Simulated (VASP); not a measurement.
Crystal: Si.

```
CELL_PARAMETERS angstrom
-2.33932 2.33932 1.31130
2.33932 -2.33932 1.31130
2.33932 2.33932 -1.31130
ATOMIC_POSITIONS crystal
Si 0.50000 0.50000 0.00000
Si 0.25000 0.75000 0.50000
```

Base run:

```yaml
Program: VASP 6.6.1
Functional: PBE
Potentials_or_basis: VASP PAW PBE potentials, release 64 (Si)
Cutoff: 520 eV
k_mesh: 11 × 11 × 11
Occupations: fermi-dirac, width 0.05 eV
Spin: no spin polarisation
```

Its results: band gap on the k mesh zero (band 4 reaches 12.34 eV, above the bottom of band 5 at 6.13 eV); pressure 8.6 GPa.

The run is repeated on the same cell with these changes: functional from PBE to LDA; potentials or basis from VASP PAW PBE potentials, release 64 (Si) to VASP PAW LDA potentials, release 64 (Si). What comes out?

Band gap on the k mesh zero (band 4 reaches 12.30 eV, above the bottom of band 5 at 6.12 eV); pressure 4.3 GPa.
